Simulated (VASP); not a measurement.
A run of VASP 6.6.1:

File INCAR:

```
SYSTEM = KCaF3
ALGO = Normal
EDIFF = 1E-6
EDIFFG = -0.05
ENCUT = 600
GGA = PS
IBRION = 2
ISIF = 3
ISMEAR = -1
LASPH = .TRUE.
LCHARG = .FALSE.
LREAL = .FALSE.
LWAVE = .FALSE.
NELM = 100
NSW = 80
PREC = Accurate
SIGMA = 0.01
```

Contents of KPOINTS:

```
k-points
0
G
  4 4 4
  0 0 0
```

POSCAR

```
KCaF3
1.0
    4.4817260000      0.0000000000      0.0000000000
    0.0000000000      4.4817260000      0.0000000000
    0.0000000000      0.0000000000      4.4817260000
K Ca F
1 1 3
Direct
    0.5000000000      0.5000000000      0.5000000000
    0.0000000000      0.0000000000      0.0000000000
    0.0000000000      0.5000000000      0.0000000000
    0.0000000000      0.0000000000      0.5000000000
    0.5000000000      0.0000000000      0.0000000000
```

Potentials or basis: VASP PAW PBE potentials, release 64 (K_sv, Ca_sv, F).

The run is started by

```console
$ cat potpaw_PBE.64/K_sv/POTCAR potpaw_PBE.64/Ca_sv/POTCAR potpaw_PBE.64/F/POTCAR > POTCAR
$ mpirun -np 1 vasp_std > vasp.out
```

Hardware: 1 thread of Intel Xeon 6975P-C (shared host).

**Question.** How long does it take, and how much memory?

**Answer.** Wall time 58 s on 1 thread of Intel Xeon 6975P-C, on a shared host, peak memory 0.23 GiB. Counts: scf iterations 32, k points 10, ion steps 3.
